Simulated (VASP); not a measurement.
# Hf (P6_3/mmc) in VASP: a series of runs

Runs on Hf. Level: PBE. Tasks: single point.

Program: VASP 6.6.1. These are calculated values, not measurements. Logs are shortened: lines on timing, memory, paths and dates and some standing lists are left out, and cuts for length are marked.

## Step 1: The cell of the first run

Symmetry: P6_3/mmc, No. 194, hexagonal system. Conventional cell: a = 3.429 Å, b = 3.429 Å, c = 5.068 Å, α = 90.00°, β = 90.00°, γ = 120.00°. Hf (site symmetry -6m2) has 12 Hf at 3.22 to 3.43 Å within 4.2 Å.

## Step 2: Single point, PBE

INCAR

```
SYSTEM = Hf
PREC = Accurate
ENCUT = 500
EDIFF = 1E-6
ISMEAR = 0
SIGMA = 0.15
LREAL = .FALSE.
LASPH = .TRUE.
NELM = 120
ALGO = Normal
ISIF = 2
LWAVE = .FALSE.
LCHARG = .TRUE.
GGA = PE
LELF = .TRUE.
LVHAR = .TRUE.
NBANDS = 17
GGA_COMPAT = .FALSE.
```

KPOINTS

```
Automatic mesh
0
G
  18 18 10
  0 0 0
```

POSCAR

```
Hf
1.0
    3.4292000000      0.0000000000      0.0000000000
   -1.7146000000      2.9697743147      0.0000000000
    0.0000000000      0.0000000000      5.0676933209
Hf
2
Direct
    0.3333333333      0.6666666667      0.2500000000
    0.6666666667      0.3333333333      0.7500000000
```

Potentials or basis: VASP PAW PBE potentials, release 64 (Hf_pv).

Command:

```
cat potpaw_PBE.64/Hf_pv/POTCAR > POTCAR
mpirun -np 1 vasp_std > vasp.out
```

OUTCAR:

```text
SYSTEM = Hf
   PREC = Accurate
   ENCUT = 500
   EDIFF = 1E-6
   ISMEAR = 0
   LREAL = .FALSE.
   LASPH = .TRUE.
   NELM = 120
   ISIF = 2
   GGA = PE

 ion  position               nearest neighbor table
   1  0.333  0.667  0.250-   2 3.22   2 3.22   2 3.22   2 3.22   2 3.22   2 3.22
   2  0.667  0.333  0.750-   1 3.22   1 3.22   1 3.22   1 3.22   1 3.22   1 3.22

  LATTYP: Found a hexagonal cell.
 ALAT       =     3.4292000000
 C/A-ratio  =     1.4778062874

  Lattice vectors:

 A1 = (   3.4292000000,   0.0000000000,   0.0000000000)
 A2 = (  -1.7146000000,   2.9697743147,   0.0000000000)
 A3 = (   0.0000000000,   0.0000000000,   5.0676933209)

Analysis of symmetry for initial positions (statically):
=====================================================================
 Subroutine PRICEL returns:
 Original cell was already a primitive cell.

 Routine SETGRP: Setting up the symmetry group for a
 hexagonal supercell.

 Subroutine GETGRP returns: Found 24 space group operations
 (whereof 12 operations were pure point group operations)
 out of a pool of 24 trial point group operations.

The static configuration has the point symmetry D_3d.
 The point group associated with its full space group is D_6h.

Analysis of symmetry for dynamics (positions and initial velocities):
=====================================================================
 Subroutine PRICEL returns:
 Original cell was already a primitive cell.

 Routine SETGRP: Setting up the symmetry group for a
 hexagonal supercell.

 Subroutine GETGRP returns: Found 24 space group operations
 (whereof 12 operations were pure point group operations)
 out of a pool of 24 trial point group operations.

The dynamic configuration has the point symmetry D_3d.
 The point group associated with its full space group is D_6h.

 Subroutine INISYM returns: Found 24 space group operations
 (whereof 12 operations are pure point group operations),
 and found     1 'primitive' translations

----------------------------------------------------------------------------------------

                                     Primitive cell

  volume of cell :      51.6091

  direct lattice vectors                    reciprocal lattice vectors
     3.429200000  0.000000000  0.000000000     0.291613204  0.168362962  0.000000000
    -1.714600000  2.969774315  0.000000000     0.000000000  0.336725924  0.000000000
     0.000000000  0.000000000  5.067693321     0.000000000  0.000000000  0.197328437

  length of vectors
     3.429200000  3.429200000  5.067693321     0.336725924  0.336725924  0.197328437

  position of ions in fractional coordinates (direct lattice)
     0.333333333  0.666666667  0.250000000
     0.666666667  0.333333333  0.750000000

  ion indices of the primitive-cell ions
   primitive index   ion index
                 1           1
                 2           2

----------------------------------------------------------------------------------------

 KPOINTS: Automatic mesh

Automatic generation of k-mesh.
 Grid dimensions read from file:
 generate k-points for:   18   18   10

 Generating k-lattice:

  Cartesian coordinates                     Fractional coordinates (reciprocal lattice)
     0.016200734  0.009353498  0.000000000     0.055555556  0.000000000  0.000000000
     0.000000000  0.018706996  0.000000000     0.000000000  0.055555556  0.000000000
     0.000000000  0.000000000  0.019732844     0.000000000  0.000000000  0.100000000

  Length of vectors
     0.018706996  0.018706996  0.019732844

  Shift w.r.t. Gamma in fractional coordinates (k-lattice)
     0.000000000  0.000000000  0.000000000

 Subroutine IBZKPT returns following result:
 ===========================================

 Found    222 irreducible k-points:

 Following reciprocal coordinates:
            Coordinates               Weight
  0.000000  0.000000  0.000000      1.000000
  0.055556 -0.000000  0.000000      6.000000
  0.111111 -0.000000  0.000000      6.000000
  0.166667 -0.000000  0.000000      6.000000
  0.222222 -0.000000  0.000000      6.000000
  0.277778  0.000000  0.000000      6.000000
[... 16 lines left out ...]
  0.333333  0.111111  0.000000     12.000000
  0.388889  0.111111  0.000000     12.000000
 [... further k-points ...]
   k-points           NKPTS =    222   k-points in BZ     NKDIM =    222   number of bands    NBANDS=     17
   number of dos      NEDOS =    301   number of ions     NIONS =      2
   total plane-waves  NPLWV =  31360
   dimension x,y,z NGX =    28 NGY =   28 NGZ =   40
   dimension x,y,z NGXF=    56 NGYF=   56 NGZF=   80
   ions per type =               2
   NGX,Y,Z   is equivalent  to a cutoff of  13.57, 13.57, 13.12 a.u.
   NGXF,Y,Z  is equivalent  to a cutoff of  27.15, 27.15, 26.24 a.u.
 SYSTEM =  Hf
   PREC   = accura    normal or accurate (medium, high low for compatibility)
   ISTART =      0    job   : 0-new  1-cont  2-samecut
   ICHARG =      2    charge: 1-file 2-atom 10-const
[... 29 lines left out ...]
  Thomas-Fermi vector in A             =   2.329567
   LORBIT       =      0    0 simple, 1 ext, 2 COOP (PROOUT), +10 PAW based schemes
   GGA     = PE    functional components
   LHFCALC =     F    Hartree Fock is set to
   AEXX    =    0.0000 exact exchange contribution
   IVDW    =     0    specifies the selected vdW correction
   LEPSILON=     F    determine dielectric tensor
   LRPA    =     F    only Hartree local field effects (RPA)
 non-spin polarized calculation
 Gauss-broadening in eV      SIGMA  =   0.15
  energy-cutoff  :      500.00
  volume of cell :       51.61
 maximum number of plane-waves:      1328
 NGX is ok and might be reduce to    28
   NGX = 13   NGY = 13   NGZ = 19

 number of electron      20.0000001 magnetization

 Free energy of the ion-electron system (eV)
  ---------------------------------------------------
  ext. energy  EPLUGINS =         0.00000000
  ---------------------------------------------------
  free energy    TOTEN  =       -19.54548900 eV

  energy without entropy =      -19.52827717  energy(sigma->0) =      -19.53688308

 E-fermi :   3.9986     XC(G=0): -10.6476

 val. band max:        3.9914270944   @ k =   0.1667  -0.0000   0.1000
 cond. band min:       3.9991911749   @ k =   0.2778   0.2222   0.3000
 fundamental gap:      0.0077640805
 Fermi energy:         3.9986481436

 k-point     1 :       0.0000    0.0000    0.0000
  band No.  band energies     occupation
      1     -27.3396      2.00000
      2     -26.8845      2.00000
      3     -26.8845      2.00000
      4     -26.7704      2.00000
      5     -26.7704      2.00000
      6     -26.7303      2.00000
[... 9 lines left out ...]
     16       5.8674      0.00000
     17       8.4955      0.00000

 k-point     2 :       0.0556   -0.0000    0.0000
  band No.  band energies     occupation
      1     -27.3345      2.00000
      2     -26.8924      2.00000
      3     -26.8878      2.00000
      4     -26.7791      2.00000
      5     -26.7711      2.00000
      6     -26.7335      2.00000
[... 9 lines left out ...]
     16       6.0100      0.00000
     17       8.5605      0.00000

 k-point     3 :       0.1111   -0.0000    0.0000
  band No.  band energies     occupation
      1     -27.3196      2.00000
      2     -26.9151      2.00000
      3     -26.8969      2.00000
      4     -26.8039      2.00000
      5     -26.7733      2.00000
      6     -26.7430      2.00000
[... 9 lines left out ...]
     16       6.2960      0.00000
     17       8.7269      0.00000

 k-point     4 :       0.1667   -0.0000    0.0000
  band No.  band energies     occupation
      1     -27.2957      2.00000
      2     -26.9500      2.00000
      3     -26.9105      2.00000
      4     -26.8413      2.00000
      5     -26.7770      2.00000
      6     -26.7586      2.00000
[... 9 lines left out ...]
     16       6.6276      0.00000
     17       8.9401      0.00000
[... 343 lines left out ...]
      1     -27.1748      2.00000
      2     -27.0781      2.00000
      3     -27.0092      2.00000
      4     -26.9404      2.00000
      5     -26.8454      2.00000
      6     -26.8119      2.00000
[... 9 lines left out ...]
     16       8.2887      0.00000
     17       9.4323      0.00000

 k-point    23 :       0.3333    0.1111    0.0000
  band No.  band energies     occupation
      1     -27.1358      2.00000
      2     -27.1129      2.00000
      3     -27.0225      2.00000
      4     -26.9676      2.00000
      5     -26.8766      2.00000
      6     -26.8183      2.00000
[... 9 lines left out ...]
     16       8.8436      0.00000
     17       9.5203      0.00000

 k-point    24 :       0.3889    0.1111    0.0000
  band No.  band energies     occupation
      1     -27.1357      2.00000
      2     -27.1038      2.00000
      3     -27.0295      2.00000
      4     -26.9869      2.00000
      5     -26.9034      2.00000
      6     -26.8225      2.00000
[... 9 lines left out ...]
     16       9.3190      0.00000
     17       9.6004      0.00000

 [... further k-points ...]

------------------------ aborting loop because EDIFF is reached ----------------------------------------

  FORCE on cell =-STRESS in cart. coord.  units (eV):
  Direction    XX          YY          ZZ          XY          YZ          ZX
  --------------------------------------------------------------------------------------
  -------------------------------------------------------------------------------------
  Total       -4.3289275     -4.3289275     -2.5169289     -0.0000000      0.0000000      0.0000000
  in kB     -134.3891798   -134.3891798    -78.1366768     -0.0000000      0.0000000      0.0000000
  external PRESSURE =    -115.6383455 kB  Pullay stress =       0.0000000 kB

 VOLUME and BASIS-vectors are now :
 -----------------------------------------------------------------------------
  energy-cutoff  :      500.00
  volume of cell :       51.61
      direct lattice vectors                 reciprocal lattice vectors
     3.429200000  0.000000000  0.000000000     0.291613204  0.168362962  0.000000000
    -1.714600000  2.969774315  0.000000000     0.000000000  0.336725924  0.000000000
     0.000000000  0.000000000  5.067693321     0.000000000  0.000000000  0.197328437

 POSITION                                       TOTAL-FORCE (eV/Angst)
 -----------------------------------------------------------------------------------
     -0.00000      1.97985      1.26692        -0.000000     -0.000000      0.000000
      1.71460      0.98992      3.80077         0.000000      0.000000      0.000000
 -----------------------------------------------------------------------------------
    total drift:                               -0.000000      0.000000     -0.000000

  FREE ENERGIE OF THE ION-ELECTRON SYSTEM (eV)
  ---------------------------------------------------
  free  energy   TOTEN  =       -19.5454889975 eV

  energy  without entropy=      -19.5282771682  energy(sigma->0) =      -19.53688308
```

It took 88 s on 1 thread of AMD EPYC 9R45 (Zen 5), shared host; peak memory 0.26 GiB.

What came out:

* Free energy: -19.5455 eV
* Pressure: -11.6 GPa
* Band gap on the k mesh: zero (bands 10 and 11 overlap by 1.47 eV)

Levels at points of the mesh, in eV from the Fermi level:
```tsv
k point	band 6	band 7	band 8	band 9	band 10	band 11	band 12	band 13	band 14	band 15
(0.00, 0.00, 0.00)	-30.73	-6.90	-3.13	0.74	0.96	0.96	1.79	1.79	1.85	1.85
(0.50, 0.00, 0.00)	-30.80	-3.26	-2.31	-1.75	-1.21	0.39	0.98	1.78	4.55	5.12
(0.00, 0.00, 0.50)	-30.83	-4.97	-4.97	0.46	0.46	0.73	0.73	0.73	0.73	4.13
(0.50, 0.00, 0.50)	-30.85	-3.02	-3.02	-0.68	-0.68	0.78	0.78	2.03	2.03	4.89
```

Caveat: the stress differs along the axes, from -13 to -8 GPa; spin-orbit coupling is left out, which moves the levels of the heavy elements.

## Step 3: Single point, PBE

This run uses another cell than the first one, of 18.71 Å³/atom.

INCAR

```
SYSTEM = Hf
PREC = Accurate
ENCUT = 500
EDIFF = 1E-6
ISMEAR = 0
SIGMA = 0.15
LREAL = .False.
LASPH = .True.
NELM = 120
ALGO = Normal
ISIF = 2
LWAVE = .False.
LCHARG = .False.
GGA = PE
NBANDS = 17
GGA_COMPAT = .False.
```

KPOINTS

```
Automatic mesh
0
Gamma
  18 18 10
  0 0 0
```

POSCAR

```
Hf
1.0
    2.9805000000      0.0000000000      0.0000000000
   -1.4902500000      2.5811887160      0.0000000000
    0.0000000000      0.0000000000      4.8650000000
Hf
2
Direct
    0.3333333333      0.6666666667      0.2500000000
    0.6666666667      0.3333333333      0.7500000000
```

Potentials or basis: VASP PAW PBE potentials, release 64 (Hf_pv).

Command:

```
cat potpaw_PBE.64/Hf_pv/POTCAR > POTCAR
mpirun -np 1 vasp_std > vasp.out
```

It took 2.1 min on 1 thread of Intel Xeon Platinum 8259CL at 2.50GHz (Skylake/Cascade Lake), shared host; peak memory 0.24 GiB.

It converged, with:

```
Free energy            : -19.3048 eV
Pressure               : 26.5 GPa
Band gap on the k mesh : zero (bands 10 and 11 overlap by 1.51 eV)
```

Stress tensor (GPa, compression positive):
```
27.80  0.00  0.00
 0.00 27.80  0.00
 0.00  0.00 23.94
```

Levels at points of the mesh, in eV from the Fermi level:
| k point | band 7 | band 8 | band 9 | band 10 | band 11 | band 12 | band 13 | band 14 |
| --- | --- | --- | --- | --- | --- | --- | --- | --- |
| (0.00, 0.00, 0.00) | -7.94 | -4.35 | 1.15 | 1.19 | 1.28 | 1.28 | 2.22 | 2.22 |
| (0.50, 0.00, 0.00) | -3.64 | -3.48 | -2.91 | -0.24 | 0.91 | 0.98 | 1.87 | 7.44 |
| (0.00, 0.00, 0.50) | -5.72 | -5.72 | -0.07 | -0.07 | 1.22 | 1.22 | 1.22 | 1.22 |
| (0.50, 0.00, 0.50) | -4.03 | -4.03 | -1.47 | -1.47 | 1.98 | 1.98 | 3.22 | 3.22 |

Caveat: the cell stands under pressure; spin-orbit coupling is left out, which moves the levels of the heavy elements.

## Step 4: Single point, PBE

This run uses another cell than the first one, of 19.31 Å³/atom.

INCAR

```
ALGO     = Normal         # electronic algorithm
EDIFF    = 1E-6           # SCF threshold, eV
ENCUT    = 500            # plane-wave cutoff, eV
GGA      = PE             # functional
GGA_COMPAT= F            
ISIF     = 2              # what is computed and relaxed
ISMEAR   = 0              # smearing method
LASPH    = T              # aspherical terms in the spheres
LCHARG   = F              # write CHGCAR
LREAL    = F              # projectors in reciprocal space
LWAVE    = F              # write WAVECAR
NBANDS   = 17             # bands
NELM     = 120            # most SCF steps
PREC     = Accurate       # precision mode
SIGMA    = 0.15           # smearing width, eV
```

KPOINTS

```
k-points
0
Gamma
  18 18 10
```

POSCAR

```
Hf
1.0
    3.0926000000      0.0000000000      0.0000000000
   -1.5463000000      2.6782701638      0.0000000000
    0.0000000000      0.0000000000      4.6623000000
Hf
2
Direct
    0.3333333333      0.6666666667      0.2500000000
    0.6666666667      0.3333333333      0.7500000000
```

Command:

```
cat potpaw_PBE.64/Hf_pv/POTCAR > POTCAR
mpirun -np 1 vasp_std > vasp.out
```

Run time: 2.1 min. Hardware: 1 thread of Intel Xeon Platinum 8259CL at 2.50GHz (Skylake/Cascade Lake), shared host; peak memory 0.24 GiB.

It converged, with:

* Free energy: -19.4492 eV
* Pressure: 21.5 GPa
* Band gap on the k mesh: zero (bands 10 and 11 overlap by 1.52 eV)

Stress tensor (GPa, compression positive):
```
18.46  0.00  0.00
 0.00 18.46  0.00
 0.00  0.00 27.52
```

Levels at points of the mesh, in eV from the Fermi level:
```csv
k point,band 6,band 7,band 8,band 9,band 10,band 11,band 12,band 13,band 14,band 15
"(0.00, 0.00, 0.00)",-29.66,-7.89,-4.18,1.01,1.01,1.72,2.03,2.17,2.17,2.47
"(0.50, 0.00, 0.00)",-29.84,-3.67,-3.42,-2.65,-0.71,0.33,1.41,2.26,6.45,7.24
"(0.00, 0.00, 0.50)",-29.87,-5.48,-5.48,0.34,0.34,0.77,0.77,0.77,0.77,5.59
"(0.50, 0.00, 0.50)",-30.00,-3.93,-3.93,-1.15,-1.15,1.70,1.70,2.71,2.71,6.90
```

Caveat: the stress differs along the axes, from 18 to 28 GPa; spin-orbit coupling is left out, which moves the levels of the heavy elements.

## Step 5: Single point, PBE

This run uses another cell than the first one, of 19.49 Å³/atom.

INCAR

```
SYSTEM = Hf
PREC = Accurate
ENCUT = 500
EDIFF = 1E-6
ISMEAR = 0
SIGMA = 0.15
LREAL = .FALSE.
LASPH = .TRUE.
NELM = 120
ALGO = Normal
ISIF = 2
LWAVE = .FALSE.
LCHARG = .FALSE.
GGA = PE
NBANDS = 17
GGA_COMPAT = .FALSE.
```

KPOINTS

```
Automatic mesh
0
G
  18 18 10
  0 0 0
```

POSCAR

```
Hf
1.0
    2.9805000000      0.0000000000      0.0000000000
   -1.4902500000      2.5811887160      0.0000000000
    0.0000000000      0.0000000000      5.0676933209
Hf
2
Direct
    0.3333333333      0.6666666667      0.2500000000
    0.6666666667      0.3333333333      0.7500000000
```

Command:

```
cat potpaw_PBE.64/Hf_pv/POTCAR > POTCAR
mpirun -np 1 vasp_std > vasp.out
```

Run time: 1.7 min. Hardware: 1 thread of Intel Xeon Platinum 8259CL at 2.50GHz (Skylake/Cascade Lake), shared host; peak memory 0.25 GiB.

Results (log left out):

```yaml
Free_energy: -19.4792 eV
Pressure: 19.0 GPa
Band_gap_on_the_k_mesh: zero (bands 10 and 11 overlap by 1.13 eV)
```

Stress tensor (GPa, compression positive):
```
22.38  0.00  0.00
 0.00 22.38  0.00
 0.00  0.00 12.33
```

Levels at points of the mesh, in eV from the Fermi level:
```
           k point  band 7  band 8  band 9  band 10  band 11  band 12  band 13  band 14
(0.00, 0.00, 0.00)   -7.79   -4.27    0.61     0.77     1.40     1.40     2.17     2.17
(0.50, 0.00, 0.00)   -3.52   -3.27   -2.79    -0.17     0.61     1.35     1.56     7.21
(0.00, 0.00, 0.50)   -5.77   -5.77   -0.25    -0.25     1.42     1.42     1.42     1.42
(0.50, 0.00, 0.50)   -3.86   -3.86   -1.48    -1.48     1.86     1.86     3.36     3.36
```

Caveat: the stress differs along the axes, from 12 to 22 GPa; spin-orbit coupling is left out, which moves the levels of the heavy elements.

## Step 6: Single point, PBE

This run uses another cell than the first one, of 20.15 Å³/atom.

INCAR

```
SYSTEM = Hf
PREC = Accurate
ENCUT = 500
EDIFF = 1E-6
ISMEAR = 0
SIGMA = 0.15
LREAL = .False.
LASPH = .True.
NELM = 120
ALGO = Normal
ISIF = 2
LWAVE = .False.
LCHARG = .False.
GGA = PE
NBANDS = 17
GGA_COMPAT = .False.
```

KPOINTS

```
Automatic mesh
0
Gamma
  18 18 10
  0 0 0
```

POSCAR

```
Hf
1.0
    3.0926000000      0.0000000000      0.0000000000
   -1.5463000000      2.6782701638      0.0000000000
    0.0000000000      0.0000000000      4.8650000000
Hf
2
Direct
    0.3333333333      0.6666666667      0.2500000000
    0.6666666667      0.3333333333      0.7500000000
```

Potentials or basis: VASP PAW PBE potentials, release 64 (Hf_pv).

Command:

```
cat potpaw_PBE.64/Hf_pv/POTCAR > POTCAR
mpirun -np 1 vasp_std > vasp.out
```

Run time: 1.7 min. Hardware: 1 thread of Intel Xeon Platinum 8259CL at 2.50GHz (Skylake/Cascade Lake), shared host; peak memory 0.25 GiB.

Results (log left out):

```
Free energy            : -19.6705 eV
Pressure               : 14.1 GPa
Band gap on the k mesh : zero (bands 10 and 11 overlap by 1.53 eV)
```

Stress tensor (GPa, compression positive):
```
13.60  0.00  0.00
 0.00 13.60  0.00
 0.00  0.00 15.09
```

Levels at points of the mesh, in eV from the Fermi level:
```tsv
k point	band 8	band 9	band 10	band 11	band 12	band 13
(0.00, 0.00, 0.00)	-4.05	1.11	1.17	1.17	1.57	2.13
(0.50, 0.00, 0.00)	-3.17	-2.58	-0.63	0.70	1.05	1.92
(0.00, 0.00, 0.50)	-5.55	0.14	0.14	1.04	1.04	1.04
(0.50, 0.00, 0.50)	-3.77	-1.18	-1.18	1.56	1.56	2.85
```

Caveat: the cell stands under pressure; spin-orbit coupling is left out, which moves the levels of the heavy elements.

## Step 7: Summary

| cell | gap on the mesh (eV) | pressure (GPa) |
| --- | --- | --- |
| a = 3.429, b = 3.429, c = 5.068 Å, angles 90.0, 90.0, 120.0°, 2 atoms | none | -11.6 |
| a = 2.981, b = 2.981, c = 4.865 Å, angles 90.0, 90.0, 120.0°, 2 atoms | none | 26.5 |
| a = 3.093, b = 3.093, c = 4.662 Å, angles 90.0, 90.0, 120.0°, 2 atoms | none | 21.5 |
| a = 2.981, b = 2.981, c = 5.068 Å, angles 90.0, 90.0, 120.0°, 2 atoms | none | 19.0 |
| a = 3.093, b = 3.093, c = 4.865 Å, angles 90.0, 90.0, 120.0°, 2 atoms | none | 14.1 |

Alike in all rows: task single point; level PBE; potentials or basis VASP PAW PBE potentials, release 64 (Hf_pv); no spin polarisation; k mesh 18 × 18 × 10; cutoff (eV) 500; smearing gaussian 0.15 eV.

Caveats: spin-orbit coupling is left out, which moves the levels of the heavy elements; the cell stands under pressure (at least some runs); the stress differs along the axes, from -13 to -8 GPa (at least some runs); the stress differs along the axes, from 18 to 28 GPa (at least some runs); the stress differs along the axes, from 12 to 22 GPa (at least some runs).

Absolute energies hang on the potentials; compare differences alone.
